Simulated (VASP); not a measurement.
# TaS2 (P-3m1) in VASP: further runs, part 3 of 3

VASP 6.6.1. The steps go on from the part before.

## 4. Electric field gradients, PBE (equal xx and yy strain of +3 %)

Input file INCAR:

```
SYSTEM = TaS2
PREC = Accurate
ENCUT = 400
EDIFF = 1E-8
ISMEAR = -1
SIGMA = 0.03
LREAL = .FALSE.
LASPH = .TRUE.
NELM = 120
ALGO = Normal
ISIF = 2
LWAVE = .FALSE.
LCHARG = .FALSE.
GGA = PE
LEFG = .TRUE.
NBANDS = 18
GGA_COMPAT = .FALSE.
```

Input file KPOINTS:

```
regular mesh
0
G
  9 9 5
  0 0 0
```

Input file POSCAR:

```
TaS2
1.0
    3.4505021842      0.0000000000      0.0000000000
   -1.7252510921      2.9882225474      0.0000000000
    0.0000000000      0.0000000000      5.8600000000
Ta S
1 2
Direct
    0.0000000000      0.0000000000      0.0000000000
    0.3333333333      0.6666666667      0.2500000000
    0.6666666667      0.3333333333      0.7500000000
```

Potentials or basis: VASP PAW PBE potentials, release 64 (Ta_pv, S).

Started as:

```bash
> cat potpaw_PBE.64/Ta_pv/POTCAR potpaw_PBE.64/S/POTCAR > POTCAR
> mpirun -np 1 vasp_std > vasp.out
```

OUTCAR:

```text
SYSTEM = TaS2
   PREC = Accurate
   ENCUT = 400
   EDIFF = 1E-8
   ISMEAR = -1
   LREAL = .FALSE.
   LASPH = .TRUE.
   NELM = 120
   ISIF = 2
   GGA = PE

 ion  position               nearest neighbor table
   1  0.000  0.000  0.000-   2 2.47   3 2.47   3 2.47   2 2.47   3 2.47   2 2.47
   2  0.333  0.667  0.250-   1 2.47   1 2.47   1 2.47
   3  0.667  0.333  0.750-   1 2.47   1 2.47   1 2.47

  LATTYP: Found a hexagonal cell.
 ALAT       =     3.4505021842
 C/A-ratio  =     1.6983035185

  Lattice vectors:

 A1 = (   3.4505021842,   0.0000000000,   0.0000000000)
 A2 = (  -1.7252510921,   2.9882225474,   0.0000000000)
 A3 = (   0.0000000000,   0.0000000000,   5.8600000000)

Analysis of symmetry for initial positions (statically):
=====================================================================
 Subroutine PRICEL returns:
 Original cell was already a primitive cell.

 Routine SETGRP: Setting up the symmetry group for a
 hexagonal supercell.

 Subroutine GETGRP returns: Found 12 space group operations
 (whereof 12 operations were pure point group operations)
 out of a pool of 24 trial point group operations.

The static configuration has the point symmetry D_3d.

Analysis of symmetry for dynamics (positions and initial velocities):
=====================================================================
 Subroutine PRICEL returns:
 Original cell was already a primitive cell.

 Routine SETGRP: Setting up the symmetry group for a
 hexagonal supercell.

 Subroutine GETGRP returns: Found 12 space group operations
 (whereof 12 operations were pure point group operations)
 out of a pool of 24 trial point group operations.

The dynamic configuration has the point symmetry D_3d.

 Subroutine INISYM returns: Found 12 space group operations
 (whereof 12 operations are pure point group operations),
 and found     1 'primitive' translations

----------------------------------------------------------------------------------------

                                     Primitive cell

  volume of cell :      60.4217

  direct lattice vectors                    reciprocal lattice vectors
     3.450502184  0.000000000  0.000000000     0.289812887  0.167323548  0.000000000
    -1.725251092  2.988222547  0.000000000     0.000000000  0.334647097  0.000000000
     0.000000000  0.000000000  5.860000000     0.000000000  0.000000000  0.170648464

  length of vectors
     3.450502184  3.450502184  5.860000000     0.334647097  0.334647097  0.170648464

  position of ions in fractional coordinates (direct lattice)
     0.000000000  0.000000000  0.000000000
     0.333333333  0.666666667  0.250000000
     0.666666667  0.333333333  0.750000000

  ion indices of the primitive-cell ions
   primitive index   ion index
                 1           1
                 2           2
                 3           3

----------------------------------------------------------------------------------------

[... 74 lines left out ...]
   NFREE  =      0    steps in history (QN), initial steepest desc. (CG)
   ISIF   =      2    stress and relaxation
   ISYM   =      2    0-nonsym 1-usesym 2-fastsym
   POTIM  = 0.5000    time-step for ionic-motion
   TEBEG  =    0.0;   TEEND  =   0.0 temperature during run
   PSTRESS=    0.0 pullay stress
   NELECT =      23.0000    total number of electrons
   NUPDOWN=      -1.0000    fix difference up-down
   EMIN   =  10.00;   EMAX   =-10.00  energy-range for DOS
   EFERMI =   0.00;   METHOD = LEGACY
   ISMEAR =    -1;   SIGMA  =   0.03  broadening in eV -4-tet -1-fermi 0-gaus
   EFERMI_NEDOS =   21; number of points for ismear=-14 and -15
   IALGO  =     38    algorithm
   IMIX   =      4    mixing-type and parameters
     AMIX     =   0.40;   BMIX     =  1.00
     AMIX_MAG =   1.60;   BMIX_MAG =  1.00
  volume/ion in A,a.u.               =      20.14       135.92
  Fermi-wavevector in a.u.,A,eV,Ry     =   1.186460  2.242085 19.152754  1.407688
  Thomas-Fermi vector in A             =   2.322632
   LORBIT       =      0    0 simple, 1 ext, 2 COOP (PROOUT), +10 PAW based schemes
   GGA     = PE    functional components
   LHFCALC =     F    Hartree Fock is set to
   AEXX    =    0.0000 exact exchange contribution
   IVDW    =     0    specifies the selected vdW correction
   LEPSILON=     F    determine dielectric tensor
   LRPA    =     F    only Hartree local field effects (RPA)
 non-spin polarized calculation
  energy-cutoff  :      400.00
  volume of cell :       60.42
 maximum number of plane-waves:      1123
 NGX is ok and might be reduce to    24
   NGX = 11   NGY = 11   NGZ = 19

 number of electron      22.9999995 magnetization

 Free energy of the ion-electron system (eV)
  ---------------------------------------------------
  ext. energy  EPLUGINS =         0.00000000
  ---------------------------------------------------
  free energy    TOTEN  =       -23.07447148 eV

  energy without entropy =      -23.06697378  energy(sigma->0) =      -23.07072263

 E-fermi :   5.1188     XC(G=0): -10.2443

 val. band max:        5.0977420450   @ k =   0.0000   0.0000   0.0000
 cond. band min:       5.1457998996   @ k =   0.3333   0.1111   0.2000
 fundamental gap:      0.0480578546
 Fermi energy:         5.1188265580

 k-point     1 :       0.0000    0.0000    0.0000
  band No.  band energies     occupation
      1     -30.3435      2.00000
      2     -30.3435      2.00000
      3     -30.3098      2.00000
      4      -9.6944      2.00000
      5      -7.7651      2.00000
      6      -1.5138      2.00000
[... 481 lines left out ...]
      5      -7.8636      2.00000
      6      -0.5302      2.00000
[... 10 lines left out ...]
     17      11.5654      0.00000
     18      12.3483      0.00000

 [... further k-points ...]
[... 5 lines left out ...]
  --------------------------------------------------------------------------------------
  -------------------------------------------------------------------------------------
  Total       -0.6189488     -0.6189488      2.0692106      0.0000000      0.0000000      0.0000000
  in kB      -16.4124124    -16.4124124     54.8684146      0.0000000      0.0000000      0.0000000
  external PRESSURE =       7.3478633 kB  Pullay stress =       0.0000000 kB

 VOLUME and BASIS-vectors are now :
 -----------------------------------------------------------------------------
  energy-cutoff  :      400.00
  volume of cell :       60.42
      direct lattice vectors                 reciprocal lattice vectors
     3.450502184  0.000000000  0.000000000     0.289812887  0.167323548  0.000000000
    -1.725251092  2.988222547  0.000000000     0.000000000  0.334647097  0.000000000
     0.000000000  0.000000000  5.860000000     0.000000000  0.000000000  0.170648464

 POSITION                                       TOTAL-FORCE (eV/Angst)
 -----------------------------------------------------------------------------------
      0.00000      0.00000      0.00000         0.000000      0.000000      0.000000
     -0.00000      1.99215      1.46500        -0.000000      0.000000      0.458481
      1.72525      0.99607      4.39500         0.000000      0.000000     -0.458481
 -----------------------------------------------------------------------------------
    total drift:                               -0.000000      0.000000      0.000000

  FREE ENERGIE OF THE ION-ELECTRON SYSTEM (eV)
  ---------------------------------------------------
  free  energy   TOTEN  =       -23.0744714836 eV

  energy  without entropy=      -23.0669737844  energy(sigma->0) =      -23.07072263

 Electric field gradients (V/A^2)
---------------------------------------------------------------------
 ion       V_xx      V_yy      V_zz      V_xy      V_xz      V_yz
---------------------------------------------------------------------
   1      59.577    59.576  -119.152    -0.001    -0.000     0.000
   2       9.194     9.193   -18.388    -0.001     0.000    -0.000
   3       9.194     9.193   -18.388    -0.001     0.000    -0.000
---------------------------------------------------------------------

 Electric field gradients after diagonalization (V/A^2)
 (convention: |V_zz| > |V_xx| > |V_yy|)
----------------------------------------------------------------------
 ion       V_xx      V_yy      V_zz     asymmetry (V_yy - V_xx)/ V_zz
----------------------------------------------------------------------
   1      59.577    59.575  -119.152       0.000
   2       9.195     9.193   -18.388       0.000
   3       9.195     9.193   -18.388       0.000
----------------------------------------------------------------------

           NMR quadrupolar parameters

 Cq : quadrupolar parameter    Cq=e*Q*V_zz/h
 eta: asymmetry parameters     (V_yy - V_xx)/ V_zz
 Q  : nuclear electric quadrupole moment in mb (millibarn)
----------------------------------------------------------------------
 ion       Cq(MHz)       eta       Q (mb)
----------------------------------------------------------------------
   1      -0.288       0.000       1.000
   2      -0.044       0.000       1.000
   3      -0.044       0.000       1.000
----------------------------------------------------------------------
```

stdout:

```text
POSCAR found type information on POSCAR TaS
 POSCAR found :  2 types and       3 ions
 scaLAPACK will be used
 LDA part: xc-table for (Slater+PW92), standard interpolation
 POSCAR, INCAR and KPOINTS ok, starting setup
 FFT: planning ... GRIDC
 FFT: planning ... GRID_SOFT
 FFT: planning ... GRID
 WAVECAR not read
 entering main loop
ion   1

ion   2

ion   3
```

Run time: 30 s. Hardware: 1 thread of Intel Xeon Platinum 8488C (Sapphire Rapids), shared host; peak memory 0.17 GiB.

Results:

| Property | Result |
| --- | --- |
| Free energy | -23.0745 eV |
| Pressure | 0.7 GPa |
| Largest force | 0.458 eV/Å |

Forces on the atoms (eV/Å):
```
Ta   0.000  0.000  0.000
S    0.000  0.000  0.458
S    0.000  0.000 -0.458
```

Electric field gradients, principal values (V/Å²):
```csv
atom,least,middle,greatest (by size)
1 Ta,59.575,59.577,-119.152
2 S,9.193,9.195,-18.388
3 S,9.193,9.195,-18.388
```

Caveat: the cell differs from its parent crystal (equal xx and yy strain of +3 %); without QUAD_EFG the Cq values of the log hold for a quadrupole moment of 1 mb, not for the nuclei; spin-orbit coupling is left out, which moves the levels of the heavy elements; this functional lacks dispersion, which binds the layers, so the pressure and a relaxed spacing across them are unreliable.

## 5. Electric field gradients, PBE (volume scaled by 0.94)

Input file INCAR:

```
SYSTEM = TaS2
  PREC = Accurate
  ENCUT = 400
  EDIFF = 1E-8
  ISMEAR = -1
  SIGMA = 0.03
  LREAL = .FALSE.
  LASPH = .TRUE.
  NELM = 120
  ALGO = Normal
  ISIF = 2
  LWAVE = .FALSE.
  LCHARG = .FALSE.
  GGA = PE
  LEFG = .TRUE.
  NBANDS = 18
  GGA_COMPAT = .FALSE.
```

Input file KPOINTS:

```
Automatic mesh
0
G
  9 9 5
  0 0 0
```

Input file POSCAR:

```
TaS2
1.0
    3.2816155415      0.0000000000      0.0000000000
   -1.6408077708      2.8419624244      0.0000000000
    0.0000000000      0.0000000000      5.7403745971
Ta S
1 2
Direct
    0.0000000000      0.0000000000      0.0000000000
    0.3333333333      0.6666666667      0.2500000000
    0.6666666667      0.3333333333      0.7500000000
```

Potentials or basis: VASP PAW PBE potentials, release 64 (Ta_pv, S).

Started as:

```bash
> cat potpaw_PBE.64/Ta_pv/POTCAR potpaw_PBE.64/S/POTCAR > POTCAR
> mpirun -np 1 vasp_std > vasp.out
```

OUTCAR:

```text
SYSTEM = TaS2
   PREC = Accurate
   ENCUT = 400
   EDIFF = 1E-8
   ISMEAR = -1
   LREAL = .FALSE.
   LASPH = .TRUE.
   NELM = 120
   ISIF = 2
   GGA = PE

 ion  position               nearest neighbor table
   1  0.000  0.000  0.000-   2 2.38   3 2.38   3 2.38   2 2.38   3 2.38   2 2.38
   2  0.333  0.667  0.250-   1 2.38   1 2.38   1 2.38
   3  0.667  0.333  0.750-   1 2.38   1 2.38   1 2.38

  LATTYP: Found a hexagonal cell.
 ALAT       =     3.2816155415
 C/A-ratio  =     1.7492526241

  Lattice vectors:

[... 723 lines left out ...]

  energy  without entropy=      -22.6990738368  energy(sigma->0) =      -22.70206486

 Electric field gradients (V/A^2)
---------------------------------------------------------------------
 ion       V_xx      V_yy      V_zz      V_xy      V_xz      V_yz
---------------------------------------------------------------------
   1      73.838    73.838  -147.676     0.000     0.000    -0.000
   2       8.896     8.897   -17.793     0.000    -0.000     0.000
   3       8.896     8.897   -17.793     0.000    -0.000     0.000
---------------------------------------------------------------------

 Electric field gradients after diagonalization (V/A^2)
 (convention: |V_zz| > |V_xx| > |V_yy|)
----------------------------------------------------------------------
 ion       V_xx      V_yy      V_zz     asymmetry (V_yy - V_xx)/ V_zz
----------------------------------------------------------------------
   1      73.839    73.837  -147.676       0.000
   2       8.897     8.896   -17.793       0.000
   3       8.897     8.896   -17.793       0.000
----------------------------------------------------------------------

           NMR quadrupolar parameters

 Cq : quadrupolar parameter    Cq=e*Q*V_zz/h
 eta: asymmetry parameters     (V_yy - V_xx)/ V_zz
 Q  : nuclear electric quadrupole moment in mb (millibarn)
----------------------------------------------------------------------
 ion       Cq(MHz)       eta       Q (mb)
----------------------------------------------------------------------
   1      -0.357       0.000       1.000
   2      -0.043       0.000       1.000
   3      -0.043       0.000       1.000
----------------------------------------------------------------------
```

stdout:

```text
POSCAR found type information on POSCAR TaS
 POSCAR found :  2 types and       3 ions
 scaLAPACK will be used
 LDA part: xc-table for (Slater+PW92), standard interpolation
 POSCAR, INCAR and KPOINTS ok, starting setup
 FFT: planning ... GRIDC
 FFT: planning ... GRID_SOFT
 FFT: planning ... GRID
 WAVECAR not read
 entering main loop
ion   1

ion   2

ion   3
```

Run time: 34 s. Hardware: 1 thread of AMD EPYC 7R43 (Zen 3), shared host; peak memory 0.14 GiB.

What came out:

| Item | Value |
| --- | --- |
| Free energy | -22.7051 eV |
| Pressure | 20.3 GPa |
| Largest force | 2.424 eV/Å |

Forces on the atoms (eV/Å):
```
Ta   0.000  0.000  0.000
S    0.000  0.000  2.424
S    0.000  0.000 -2.424
```

Electric field gradients, principal values (V/Å²):
| atom | least | middle | greatest (by size) |
| --- | --- | --- | --- |
| 1 Ta | 73.837 | 73.839 | -147.676 |
| 2 S | 8.896 | 8.897 | -17.793 |
| 3 S | 8.896 | 8.897 | -17.793 |

Caveat: without QUAD_EFG the Cq values of the log hold for a quadrupole moment of 1 mb, not for the nuclei; spin-orbit coupling is left out, which moves the levels of the heavy elements; this functional lacks dispersion, which binds the layers, so the pressure and a relaxed spacing across them are unreliable; forces of over 1 eV/Å act on the atoms, so gaps and moduli don't describe the material at rest.

## 6. The runs side by side

| cell | gap on the mesh (eV) | pressure (GPa) | largest force (eV/Å) |
| --- | --- | --- | --- |
| a = 3.384, b = 3.384, c = 5.860 Å, angles 90.0, 90.0, 120.0°, 3 atoms | none | 6.1 | 0.97 |
| a = 3.451, b = 3.451, c = 5.860 Å, angles 90.0, 90.0, 120.0°, 3 atoms | none | 0.7 | 0.46 |
| a = 3.282, b = 3.282, c = 5.740 Å, angles 90.0, 90.0, 120.0°, 3 atoms | none | 20.3 | 2.42 |

Alike in all rows: task electric field gradients; level PBE; potentials or basis VASP PAW PBE potentials, release 64 (Ta_pv, S); no spin polarisation; k mesh 9 × 9 × 5; cutoff (eV) 400; smearing fermi-dirac 0.03 eV.

Caveats: spin-orbit coupling is left out, which moves the levels of the heavy elements; this functional lacks dispersion, which binds the layers, so the pressure and a relaxed spacing across them are unreliable; forces of over 1 eV/Å act on the atoms, so gaps and moduli don't describe the material at rest (some runs).

Absolute energies hang on the potentials; compare differences alone.
